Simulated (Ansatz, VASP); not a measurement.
Two plane-wave programs on LiH

Contents of INCAR:

```
SYSTEM = LiH
PREC = Accurate ; ENCUT = 520
EDIFF = 1E-7 ; ISMEAR = 0
SIGMA = 0.05 ; LREAL = .False.
LASPH = .True. ; NELM = 60
ALGO = Normal ; ISIF = 2
LWAVE = .False. ; LCHARG = .False.
GGA = PE ; NBANDS = 9
```

KPOINTS

```
Automatic mesh
0
Gamma
  10 10 10
  0 0 0
```

File POSCAR:

```
LiH
1.0
    0.0000000000      1.9512000000      1.9512000000
    1.9512000000      0.0000000000      1.9512000000
    1.9512000000      1.9512000000      0.0000000000
Li H
1 1
Direct
    0.0000000000      0.0000000000      0.0000000000
    0.5000000000      0.5000000000      0.5000000000
```

Input for Ansatz:

```yaml
crystal:
  lattice:
    - [0.0, 1.9512, 1.9512]
    - [1.9512, 0.0, 1.9512]
    - [1.9512, 1.9512, 0.0]
  atoms:
    - { symbol: Li, position: [0.0, 0.0, 0.0] }
    - { symbol: H, position: [0.5, 0.5, 0.5] }
basis:
  ecutwfc: 420
kpoints:
  mp_grid: { grid: [10, 10, 10] }
hamiltonian:
  xc: pbe
scf:
  occupations: { method: gaussian, width: 0.05 }
output:
  forces: true
  stress: true
  eigenvalues: true
  write_density: true
  write_potential: true
  elf: true
  volumetric_format: npy
```

Change from the starting cell: strain -0.040 along x and y, -0.040 along z, atoms carried along.

Alike in both runs: task single point; functional PBE; k mesh 10 × 10 × 10; occupations gaussian, width 0.05 eV; no spin polarisation.

|  | VASP | Ansatz |
| --- | --- | --- |
| version | VASP 6.6.1 | Ansatz 0.2.0 |
| potentials or method | VASP PAW PBE potentials, release 64 (Li_sv, H), cutoff 520 eV | scalar-relativistic, plane waves, PAW |
| valence electrons in the cell | 4 | 4 |

```tsv
	VASP	Ansatz	Ansatz less VASP
gap on the k mesh at the Fermi level (eV)	2.91	2.92	+0.006
least direct gap on the mesh (eV)	2.91	2.92	+0.006
```

Noted on VASP's run: the cutoff is short for stress, so the pressure is rough.
